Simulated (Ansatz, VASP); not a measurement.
**One calculation of TiSi2, two programs**

File INCAR:

```
SYSTEM = TiSi2
  PREC = Accurate
  ENCUT = 520
  EDIFF = 1E-6
  ISMEAR = 0
  SIGMA = 0.1
  LREAL = .FALSE.
  LASPH = .TRUE.
  NELM = 60
  ALGO = Normal
  ISIF = 2
  LWAVE = .FALSE.
  LCHARG = .FALSE.
  GGA = PE
  NBANDS = 29
```

The input KPOINTS:

```
regular mesh
0
G
  6 6 6
  0 0 0
```

The input POSCAR:

```
TiSi2
1.0
    1.7651050200     -6.7592815400      0.0000000000
    1.7651050200      6.7592815400      0.0000000000
    0.0000000000      0.0000000000      3.5651739700
Ti Si
2 4
Direct
    0.8968819200      0.1031180800      0.7500000000
    0.1031180800      0.8968819200      0.2500000000
    0.5582514500      0.4417485500      0.7500000000
    0.4417485500      0.5582514500      0.2500000000
    0.2496851800      0.7503148200      0.7500000000
    0.7503148200      0.2496851800      0.2500000000
```

Input for Ansatz:

```yaml
crystal:
  lattice:
    - [1.76510502, -6.75928154, 0.0]
    - [1.76510502, 6.75928154, 0.0]
    - [0.0, 0.0, 3.56517397]
  atoms:
    - { symbol: Ti, position: [0.89688192, 0.10311808, 0.75] }
    - { symbol: Ti, position: [0.10311808, 0.89688192, 0.25] }
    - { symbol: Si, position: [0.55825145, 0.44174855, 0.75] }
    - { symbol: Si, position: [0.44174855, 0.55825145, 0.25] }
    - { symbol: Si, position: [0.24968518, 0.75031482, 0.75] }
    - { symbol: Si, position: [0.75031482, 0.24968518, 0.25] }
basis:
  ecutwfc: 420
kpoints:
  mp_grid: { grid: [6, 6, 6] }
hamiltonian:
  xc: pbe
  pseudopotentials: { kind: paw, azcp: { folder: soft_1 } }
scf:
  occupations: { method: gaussian, width: 0.1 }
output:
  forces: true
  stress: true
  eigenvalues: true
```

Alike in both runs: task single point; functional PBE; k mesh 6 × 6 × 6; occupations gaussian, width 0.1 eV; no spin polarisation.

|  | VASP | Ansatz |
| --- | --- | --- |
| version | VASP 6.6.1 | Ansatz 0.2.0 |
| potentials or method | VASP PAW PBE potentials, release 64 (Ti_sv, Si), cutoff 520 eV | scalar-relativistic, plane waves, PAW |
| valence electrons in the cell | 40 | 40 |

VASP gave:

* gap on the k mesh at the Fermi level (eV): none
* pressure (GPa): 1.8
* traceless stress, the component that is largest in VASP (GPa): -0.19
* rms of the force components (eV/Å): 0.071

Task: Estimate Ansatz's values.

Result: gap on the k mesh at the Fermi level (eV): none; pressure (GPa): 1.9; traceless stress, the component that is largest in VASP (GPa): -0.19; rms of the force components (eV/Å): 0.075.

Atom by atom the forces differ by 0.003 eV/Å (rms over components). A gap of «none» marks a metal or a gap that the smearing closes.
